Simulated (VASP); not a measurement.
The system is ZrN.

```
Zr N
1.0
     0.00000    2.29733    2.29733
     2.29733    0.00000    2.29733
     2.29733    2.29733    0.00000
Zr N
1 1
Direct
  0.00000 0.00000 0.00000
  0.50000 0.50000 0.50000
```

Base run:

```yaml
Program: VASP 6.6.1
Functional: PBEsol
Potentials_or_basis: VASP PAW PBE potentials, release 64 (Zr_sv, N)
Cutoff: 600 eV
k_mesh: 20 × 20 × 20
Occupations: gaussian, width 0.1 eV
Spin: no spin polarisation
```

Its results: band gap on the k mesh zero (an odd number of electrons rules out a gap without spin polarisation); pressure -6.8 GPa.

Problem. The run is repeated on the same cell with these changes: hubbard terms from none to Zr d U = 2.0 eV. What comes out?

Solution. Band gap on the k mesh zero (an odd number of electrons rules out a gap without spin polarisation); pressure -0.9 GPa.

Caveats: the PAW data sets were made with another functional, which shifts forces and pressure a little; the cell stands under tension (at least some runs); U without spin polarisation on a metal has little footing (at least some runs).
